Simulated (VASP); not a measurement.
## Ti: single point with BLYP+D3(BJ)

Crystal: Ti.

```
Ti
1.0
     0.00000    2.03000    2.03000
     2.03000    0.00000    2.03000
     2.03000    2.03000    0.00000
Ti
1
Direct
  0.00000 0.00000 0.00000
```

* Program: VASP 6.6.1
* Task: single point
* Functional: BLYP
* Dispersion: D3(BJ)
* Potentials or basis: VASP PAW PBE potentials, release 64 (Ti_sv)
* Cutoff: 520 eV
* k mesh: 11 × 11 × 11
* Occupations: gaussian, width 0.025 eV
* Spin: no spin polarisation

- Pressure: -8.5 GPa
- Band gap on the k mesh: zero (band 6 reaches 9.91 eV, above the bottom of band 7 at 8.79 eV)
- Dispersion energy per atom: -1.480 eV

Levels at points of the mesh, in eV from the Fermi level:
```
           k point  band 4  band 5  band 6  band 7  band 8  band 9
(0.00, 0.00, 0.00)  -32.34   -5.92    0.89    0.89    0.89    2.60
```

Run time: 24 s on 1 thread of Intel(R) Xeon(R) Platinum 8375C CPU @ 2.90GHz (Ice Lake), with other jobs on the host, peak memory 0.15 GiB.

Caveat: three body term missing; the PAW data sets were made with another functional, which shifts forces and pressure a little; pairwise dispersion overbinds metals, which lowers pressure and volume.
